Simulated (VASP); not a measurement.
## C: single point with r2SCAN

C:

```
CELL_PARAMETERS angstrom
1.76751 1.76751 0.00000
-1.76751 1.76751 0.00000
0.00000 1.76751 1.76751
ATOMIC_POSITIONS crystal
C 0.50000 0.50000 0.00000
C 0.75000 0.25000 0.50000
```

```json
{"Program": "VASP 6.6.1", "Task": "single point", "Functional": "r2SCAN", "Potentials or basis": "VASP PAW PBE potentials, release 64 (C)", "Cutoff": "520 eV", "k mesh": "12 × 12 × 12", "Occupations": "gaussian, width 0.01 eV", "Spin": "no spin polarisation", "Dipole correction": "no", "Further INCAR settings": "ALGO = Normal; EDIFF = 1e-06; NBANDS = 11"}
```

The pressure is 11.2 GPa. The band gap on the k mesh is 4.41 eV (least direct gap 5.91 eV).

Levels at points of the mesh, in eV from the valence-band top:
```tsv
k point	band 2	band 3	band 4	band 5	band 6	band 7
(0.00, 0.00, 0.00)	0.00	0.00	0.00	5.91	5.91	5.91
(0.50, 0.00, 0.00)	-14.35	-3.05	-3.05	8.99	8.99	9.51
(0.50, 0.50, 0.00)	-13.78	-6.83	-6.83	5.06	5.06	18.30
```

Run time: 32 s on 1 thread of Intel Xeon 8259CL (shared host), peak memory 0.12 GiB.

Caveat: the cell stands under pressure; the PAW data sets were made with another functional, which shifts forces and pressure a little. r2SCAN opens gaps a little over a GGA but as a rule still falls short of measured ones.
